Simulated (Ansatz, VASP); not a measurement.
## Ta in VASP and in Ansatz

```
CELL_PARAMETERS angstrom
-1.66045 1.66045 1.66045
1.66045 -1.66045 1.66045
1.66045 1.66045 -1.66045
ATOMIC_POSITIONS crystal
Ta 0.00000 0.00000 0.00000
```

Alike in both runs: task electric field gradients; functional PBE; k mesh 16 × 16 × 16; occupations fermi-dirac, width 0.08 eV; no spin polarisation.

```csv
,VASP,Ansatz
version,VASP 6.6.1,Ansatz 0.2.0
potentials or method,"VASP PAW PBE potentials, release 64 (Ta_pv), cutoff 520 eV","PAW with Ansatz's default frozen-core files, scalar-relativistic"
valence electrons in the cell,11,13
```

|  | VASP | Ansatz | Ansatz less VASP |
| --- | --- | --- | --- |
| pressure (GPa) | 0.1 | 0.0 | -0.10 |

The functional is the same, so the differences come from potentials, cutoffs and numerics. VASP's potentials hold 11 valence electrons a cell and Ansatz's 13, so a difference there can come from the potentials and not from the codes.

Neither program's run includes spin-orbit coupling.
